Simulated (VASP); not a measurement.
# B2Ru3 in VASP: notebook

The runs below take B2Ru3 through single point, with PBE.

Program: VASP 6.6.1. These are calculated values, not measurements. Logs are shortened: lines on timing, memory, paths and dates and some standing lists are left out, and cuts for length are marked.

**1. The cell of the first run**

The typed cell holds 5 atoms: a = 4.027 Å, b = 4.027 Å, c = 4.111 Å, α = 90.00°, β = 90.00°, γ = 90.00°.

The cell was built from a structure type or drawn by symmetry, and may not be a known phase.

**2. Single point, PBE**

The input, INCAR:

```
SYSTEM = B2Ru3
  PREC = Accurate
  ENCUT = 520
  EDIFF = 1E-7
  ISMEAR = 0
  SIGMA = 0.1
  LREAL = .FALSE.
  LASPH = .TRUE.
  NELM = 80
  ALGO = Normal
  ISIF = 2
  LWAVE = .FALSE.
  LCHARG = .FALSE.
  GGA = PE
  NBANDS = 32
```

The input, KPOINTS:

```
Automatic mesh
0
G
  6 6 4
  0 0 0
```

The input, POSCAR:

```
B2Ru3
1.0
    4.0266809628      0.0000000000      0.0000000000
    0.0000000000      4.0266809628      0.0000000000
    0.0000000000      0.0000000000      4.1113964068
B Ru
2 3
Direct
    0.0000000000      0.5000000000      0.7811671171
    0.5000000000      0.0000000000      0.7811671171
    0.0000000000      0.5000000000      0.2811417684
    0.5000000000      0.0000000000      0.2811417684
    0.0000000000      0.0000000000      0.7809379088
```

Potentials or basis: VASP PAW PBE potentials, release 64 (B, Ru_pv).

The run is started by

```
$ cat potpaw_PBE.64/B/POTCAR potpaw_PBE.64/Ru_pv/POTCAR > POTCAR
$ mpirun -np 1 vasp_std > vasp.out
```

OUTCAR:

```text
SYSTEM = B2Ru3
   PREC = Accurate
   ENCUT = 520
   EDIFF = 1E-7
   ISMEAR = 0
   LREAL = .FALSE.
   LASPH = .TRUE.
   NELM = 80
   ISIF = 2
   GGA = PE

 ion  position               nearest neighbor table
   1  0.000  0.500  0.781-   5 2.01   5 2.01   3 2.06   3 2.06
   2  0.500  0.000  0.781-   5 2.01   5 2.01   4 2.06   4 2.06
   3  0.000  0.500  0.281-   1 2.06   1 2.06   4 2.85   4 2.85   4 2.85   4 2.85   5 2.88   5 2.88
                             5 2.88   5 2.88
   4  0.500  0.000  0.281-   2 2.06   2 2.06   3 2.85   3 2.85   3 2.85   3 2.85   5 2.88   5 2.88
                             5 2.88   5 2.88
   5  0.000  0.000  0.781-   1 2.01   2 2.01   1 2.01   2 2.01   3 2.88   3 2.88   4 2.88   4 2.88
                             4 2.88   4 2.88   3 2.88   3 2.88

  LATTYP: Found a simple tetragonal cell.
 ALAT       =     4.0266809628
 C/A-ratio  =     1.0210385289

  Lattice vectors:

 A1 = (   4.0266809628,   0.0000000000,   0.0000000000)
 A2 = (   0.0000000000,   4.0266809628,   0.0000000000)
 A3 = (   0.0000000000,   0.0000000000,   4.1113964068)

Analysis of symmetry for initial positions (statically):
=====================================================================
 Subroutine PRICEL returns:
 Original cell was already a primitive cell.

 Routine SETGRP: Setting up the symmetry group for a
 simple tetragonal supercell.

 Subroutine GETGRP returns: Found  8 space group operations
 (whereof  8 operations were pure point group operations)
 out of a pool of 16 trial point group operations.

The static configuration has the point symmetry C_4v.

Analysis of symmetry for dynamics (positions and initial velocities):
=====================================================================
 Subroutine PRICEL returns:
 Original cell was already a primitive cell.

 Routine SETGRP: Setting up the symmetry group for a
 simple tetragonal supercell.

 Subroutine GETGRP returns: Found  8 space group operations
 (whereof  8 operations were pure point group operations)
 out of a pool of 16 trial point group operations.

The dynamic configuration has the point symmetry C_4v.

 Subroutine INISYM returns: Found  8 space group operations
 (whereof  8 operations are pure point group operations),
 and found     1 'primitive' translations

----------------------------------------------------------------------------------------

                                     Primitive cell

  volume of cell :      66.6628

  direct lattice vectors                    reciprocal lattice vectors
     4.026680963  0.000000000  0.000000000     0.248343489  0.000000000  0.000000000
     0.000000000  4.026680963  0.000000000     0.000000000  0.248343489  0.000000000
     0.000000000  0.000000000  4.111396407     0.000000000  0.000000000  0.243226364

  length of vectors
     4.026680963  4.026680963  4.111396407     0.248343489  0.248343489  0.243226364

  position of ions in fractional coordinates (direct lattice)
     0.000000000  0.500000000  0.781167117
     0.500000000  0.000000000  0.781167117
     0.000000000  0.500000000  0.281141768
     0.500000000  0.000000000  0.281141768
     0.000000000  0.000000000  0.780937909

  ion indices of the primitive-cell ions
   primitive index   ion index
                 1           1
                 2           2
                 3           3
                 4           4
                 5           5

----------------------------------------------------------------------------------------

 KPOINTS: Automatic mesh

Automatic generation of k-mesh.
 Grid dimensions read from file:
 generate k-points for:    6    6    4

 Generating k-lattice:

  Cartesian coordinates                     Fractional coordinates (reciprocal lattice)
     0.041390582  0.000000000  0.000000000     0.166666667  0.000000000  0.000000000
     0.000000000  0.041390582  0.000000000     0.000000000  0.166666667  0.000000000
     0.000000000  0.000000000  0.060806591     0.000000000  0.000000000  0.250000000

  Length of vectors
     0.041390582  0.041390582  0.060806591

  Shift w.r.t. Gamma in fractional coordinates (k-lattice)
     0.000000000  0.000000000  0.000000000

 Subroutine IBZKPT returns following result:
 ===========================================

 Found     30 irreducible k-points:

 Following reciprocal coordinates:
            Coordinates               Weight
  0.000000  0.000000  0.000000      1.000000
  0.166667  0.000000  0.000000      4.000000
  0.333333  0.000000  0.000000      4.000000
  0.500000  0.000000  0.000000      2.000000
  0.166667  0.166667  0.000000      4.000000
  0.333333  0.166667  0.000000      8.000000
[... 16 lines left out ...]
  0.333333  0.000000  0.500000      4.000000
  0.500000  0.000000  0.500000      2.000000
 [... further k-points ...]
   k-points           NKPTS =     30   k-points in BZ     NKDIM =     30   number of bands    NBANDS=     32
   number of dos      NEDOS =    301   number of ions     NIONS =      5
   total plane-waves  NPLWV =  28800
   dimension x,y,z NGX =    30 NGY =   30 NGZ =   32
   dimension x,y,z NGXF=    60 NGYF=   60 NGZF=   64
   ions per type =               2   3
   NGX,Y,Z   is equivalent  to a cutoff of  12.39, 12.39, 12.94 a.u.
   NGXF,Y,Z  is equivalent  to a cutoff of  24.77, 24.77, 25.88 a.u.
 SYSTEM =  B2Ru3
   PREC   = accura    normal or accurate (medium, high low for compatibility)
   ISTART =      0    job   : 0-new  1-cont  2-samecut
   ICHARG =      2    charge: 1-file 2-atom 10-const
   ISPIN  =      1    spin polarized calculation?
   LNONCOLLINEAR =      F non collinear calculations
   LSORBIT =      F    spin-orbit coupling
   LASPH  =      T    aspherical Exc in radial PAW
   ENCUT  =  520.0 eV  38.22 Ry    6.18 a.u.   7.49  7.49  7.64*2*pi/ulx,y,z
   NELM   =     80;   NELMIN=  2; NELMDL= -5     # of ELM steps
   EDIFF  = 0.1E-06   stopping-criterion for ELM
   LREAL  =      F    real-space projection
   EDIFFG = 0.1E-05   stopping-criterion for IOM
   NSW    =      0    number of steps for IOM
   IBRION =     -1    ionic relax: 0-MD 1-quasi-New 2-CG
   NFREE  =      0    steps in history (QN), initial steepest desc. (CG)
   ISIF   =      2    stress and relaxation
   ISYM   =      2    0-nonsym 1-usesym 2-fastsym
   POTIM  = 0.5000    time-step for ionic-motion
   TEBEG  =    0.0;   TEEND  =   0.0 temperature during run
   PSTRESS=    0.0 pullay stress
   NELECT =      48.0000    total number of electrons
   NUPDOWN=      -1.0000    fix difference up-down
   EMIN   =  10.00;   EMAX   =-10.00  energy-range for DOS
   EFERMI =   0.00;   METHOD = LEGACY
   ISMEAR =     0;   SIGMA  =   0.10  broadening in eV -4-tet -1-fermi 0-gaus
   EFERMI_NEDOS =   21; number of points for ismear=-14 and -15
   IALGO  =     38    algorithm
   IMIX   =      4    mixing-type and parameters
     AMIX     =   0.40;   BMIX     =  1.00
     AMIX_MAG =   1.60;   BMIX_MAG =  1.00
  volume/ion in A,a.u.               =      13.33        89.97
  Fermi-wavevector in a.u.,A,eV,Ry     =   1.467328  2.772849 29.294058  2.153053
  Thomas-Fermi vector in A             =   2.582959
   LORBIT       =      0    0 simple, 1 ext, 2 COOP (PROOUT), +10 PAW based schemes
   GGA     = PE    functional components
   LHFCALC =     F    Hartree Fock is set to
   AEXX    =    0.0000 exact exchange contribution
   IVDW    =     0    specifies the selected vdW correction
   LEPSILON=     F    determine dielectric tensor
   LRPA    =     F    only Hartree local field effects (RPA)
 non-spin polarized calculation
 Gauss-broadening in eV      SIGMA  =   0.10
  energy-cutoff  :      520.00
  volume of cell :       66.66
 maximum number of plane-waves:      1816
 NGX is ok and might be reduce to    30
   NGX = 15   NGY = 15   NGZ = 15

 number of electron      48.0000013 magnetization

 Free energy of the ion-electron system (eV)
  ---------------------------------------------------
  ext. energy  EPLUGINS =         0.00000000
  ---------------------------------------------------
  free energy    TOTEN  =       -38.09605209 eV

  energy without entropy =      -38.06840578  energy(sigma->0) =      -38.08222894

 E-fermi :   7.8976     XC(G=0): -12.2424

 val. band max:        7.8939342521   @ k =   0.5000   0.0000   0.2500
 cond. band min:       7.8981941513   @ k =   0.5000   0.1667   0.2500
 fundamental gap:      0.0042598992
 Fermi energy:         7.8976062046

 k-point     1 :       0.0000    0.0000    0.0000
  band No.  band energies     occupation
      1     -34.9002      2.00000
      2     -34.9002      2.00000
      3     -34.7038      2.00000
      4     -34.5261      2.00000
      5     -34.5261      2.00000
      6     -34.4194      2.00000
[... 24 lines left out ...]
     31      11.7410      0.00000
     32      14.6692      0.00000

 k-point     2 :       0.1667    0.0000    0.0000
  band No.  band energies     occupation
      1     -34.8981      2.00000
      2     -34.8880      2.00000
      3     -34.6900      2.00000
      4     -34.5275      2.00000
      5     -34.5167      2.00000
      6     -34.4239      2.00000
[... 24 lines left out ...]
     31      11.8651      0.00000
     32      14.7513      0.00000

 k-point     3 :       0.3333    0.0000    0.0000
  band No.  band energies     occupation
      1     -34.8940      2.00000
      2     -34.8621      2.00000
      3     -34.6580      2.00000
      4     -34.5310      2.00000
      5     -34.4951      2.00000
      6     -34.4384      2.00000
[... 24 lines left out ...]
     31      12.1727      0.00000
     32      14.6487      0.00000

 k-point     4 :       0.5000    0.0000    0.0000
  band No.  band energies     occupation
      1     -34.8920      2.00000
      2     -34.8480      2.00000
      3     -34.6383      2.00000
      4     -34.5332      2.00000
      5     -34.4825      2.00000
      6     -34.4504      2.00000
[... 654 lines left out ...]
     31      13.8532      0.00000
     32      14.6711      0.00000

 k-point    23 :       0.3333    0.0000    0.5000
  band No.  band energies     occupation
      1     -34.8974      2.00000
      2     -34.8486      2.00000
      3     -34.6740      2.00000
      4     -34.5420      2.00000
      5     -34.4523      2.00000
      6     -34.4185      2.00000
[... 24 lines left out ...]
     31      13.9823      0.00000
     32      15.5889      0.00000

 k-point    24 :       0.5000    0.0000    0.5000
  band No.  band energies     occupation
      1     -34.9112      2.00000
      2     -34.8484      2.00000
      3     -34.6897      2.00000
      4     -34.5278      2.00000
      5     -34.4485      2.00000
      6     -34.3862      2.00000
[... 24 lines left out ...]
     31      14.0751      0.00000
     32      15.8964      0.00000

 [... further k-points ...]

------------------------ aborting loop because EDIFF is reached ----------------------------------------

  FORCE on cell =-STRESS in cart. coord.  units (eV):
  Direction    XX          YY          ZZ          XY          YZ          ZX
  --------------------------------------------------------------------------------------
  -------------------------------------------------------------------------------------
  Total       -0.0101360     -0.0101360      0.0145468      0.0000000      0.0000000      0.0000000
  in kB       -0.2436081     -0.2436081      0.3496176      0.0000000      0.0000000      0.0000000
  external PRESSURE =      -0.0458662 kB  Pullay stress =       0.0000000 kB

 VOLUME and BASIS-vectors are now :
 -----------------------------------------------------------------------------
  energy-cutoff  :      520.00
  volume of cell :       66.66
      direct lattice vectors                 reciprocal lattice vectors
     4.026680963  0.000000000  0.000000000     0.248343489  0.000000000  0.000000000
     0.000000000  4.026680963  0.000000000     0.000000000  0.248343489  0.000000000
     0.000000000  0.000000000  4.111396407     0.000000000  0.000000000  0.243226364

 POSITION                                       TOTAL-FORCE (eV/Angst)
 -----------------------------------------------------------------------------------
      0.00000      2.01334      3.21169         0.000000      0.000000      0.000686
      2.01334      0.00000      3.21169         0.000000      0.000000      0.000686
      0.00000      2.01334      1.15589        -0.000000     -0.000000     -0.002076
      2.01334      0.00000      1.15589         0.000000      0.000000     -0.002076
      0.00000      0.00000      3.21075         0.000000     -0.000000      0.002781
 -----------------------------------------------------------------------------------
    total drift:                                0.000000      0.000000      0.000038

  FREE ENERGIE OF THE ION-ELECTRON SYSTEM (eV)
  ---------------------------------------------------
  free  energy   TOTEN  =       -38.0960520905 eV

  energy  without entropy=      -38.0684057795  energy(sigma->0) =      -38.08222894
```

Wall time 82 s (1 thread of Intel Xeon 8259CL, shared host); peak memory 0.2 GiB.

Results:

| Property | Result |
| --- | --- |
| Free energy | -38.0961 eV |
| Pressure | 0.0 GPa |
| Band gap on the k mesh | zero (bands 24 and 25 overlap by 0.89 eV) |

Forces on the atoms (eV/Å):
```
B    0.000  0.000  0.001
B    0.000  0.000  0.001
Ru   0.000  0.000 -0.002
Ru   0.000  0.000 -0.002
Ru   0.000  0.000  0.003
```

Caveat: the k points lie up to 0.38 Å⁻¹ apart, too coarse for converged energies and pressures of a metal.

**3. Single point, PBE, collinear spin, ferromagnetic start**

The input, INCAR:

```
PREC     = Accurate       # precision mode
ENCUT    = 520            # plane-wave cutoff, eV
EDIFF    = 1E-7           # SCF threshold, eV
ISMEAR   = 0              # smearing method
SIGMA    = 0.1            # smearing width, eV
LREAL    = False          # projectors in reciprocal space
LASPH    = True           # aspherical terms in the spheres
NELM     = 150            # most SCF steps
ALGO     = Fast           # electronic algorithm
ISIF     = 2              # what is computed and relaxed
LWAVE    = False          # write WAVECAR
LCHARG   = True           # write CHGCAR
ISPIN    = 2              # spin polarisation
MAGMOM   = 0 0 1 1 1      # initial moments
LORBIT   = 11             # projections on sites
LMAXMIX  = 4              # l up to which the mixer works
GGA      = PE             # functional
LELF     = True           # ELF
LVHAR    = True         
NBANDS   = 36             # bands
```

The input, KPOINTS:

```
Automatic mesh
0
Gamma
  4 4 4
```

The input, POSCAR:

```
B2Ru3
1.0
    4.0266809628      0.0000000000      0.0000000000
    0.0000000000      4.0266809628      0.0000000000
    0.0000000000      0.0000000000      4.1113964068
B Ru
2 3
Direct
    0.0000000000      0.5000000000      0.5000000000
    0.5000000000      0.0000000000      0.5000000000
    0.0000000000      0.5000000000      0.0000000000
    0.5000000000      0.0000000000      0.0000000000
    0.0000000000      0.0000000000      0.5000000000
```

Potentials or basis: VASP PAW PBE potentials, release 64 (B, Ru_pv).

The run is started by

```
$ cat potpaw_PBE.64/B/POTCAR potpaw_PBE.64/Ru_pv/POTCAR > POTCAR
$ mpirun -np 1 vasp_std > vasp.out
```

Wall time 2.9 min (1 thread of Intel Xeon 8259CL, shared host); peak memory 0.23 GiB.

The run converged. Its results:

| Property | Result |
| --- | --- |
| Free energy | -38.0744 eV |
| Pressure | 0.3 GPa |
| Net moment | 0.80 μB per cell |
| Site moments | B -0.01; Ru +0.35, +0.06 (each value once) μB |
| Valence electrons inside the program's atomic spheres | B 1.85; Ru 12.57, 12.96 (each value once) |

Stress tensor (GPa, compression positive):
```
0.13 0.00 0.00
0.00 0.13 0.00
0.00 0.00 0.55
```

Levels at points of the mesh, in eV from the Fermi level:
Spin up:
```csv
k point,band 20,band 21,band 22,band 23,band 24,band 25,band 26,band 27,band 28,band 29
"(0.00, 0.00, 0.00)",-0.73,-0.59,-0.59,-0.17,-0.04,0.78,1.49,1.49,1.83,2.37
"(0.50, 0.00, 0.00)",-1.09,-0.92,-0.79,-0.69,-0.45,-0.03,1.37,1.44,1.49,2.84
"(0.50, 0.50, 0.00)",-2.45,-2.44,-0.80,-0.80,-0.43,0.08,1.81,2.52,2.52,4.26
"(0.00, 0.00, 0.50)",-2.03,-1.84,-1.13,-1.13,-0.90,0.57,1.84,3.12,3.12,4.70
"(0.50, 0.00, 0.50)",-1.98,-1.69,-1.57,-1.41,-0.27,-0.16,-0.11,2.02,2.79,3.93
"(0.50, 0.50, 0.50)",-1.02,-1.02,-0.52,-0.42,0.62,0.89,1.06,1.06,2.06,4.10
```
Spin down:
```tsv
k point	band 20	band 21	band 22	band 23	band 24	band 25	band 26	band 27	band 28	band 29
(0.00, 0.00, 0.00)	-0.72	-0.38	-0.38	0.01	0.16	1.25	1.62	1.62	2.00	2.37
(0.50, 0.00, 0.00)	-0.88	-0.66	-0.52	-0.51	-0.19	0.31	1.41	1.46	1.62	2.88
(0.50, 0.50, 0.00)	-2.36	-2.25	-0.30	-0.30	-0.22	0.30	1.87	2.70	2.70	4.27
(0.00, 0.00, 0.50)	-2.01	-1.81	-0.96	-0.96	-0.81	1.11	2.00	3.21	3.21	4.72
(0.50, 0.00, 0.50)	-1.82	-1.45	-1.29	-1.27	-0.17	-0.01	0.29	2.16	2.92	4.00
(0.50, 0.50, 0.50)	-0.61	-0.61	-0.33	-0.28	0.81	0.96	1.25	1.25	2.16	4.23
```

Caveat: the k points lie up to 0.39 Å⁻¹ apart.
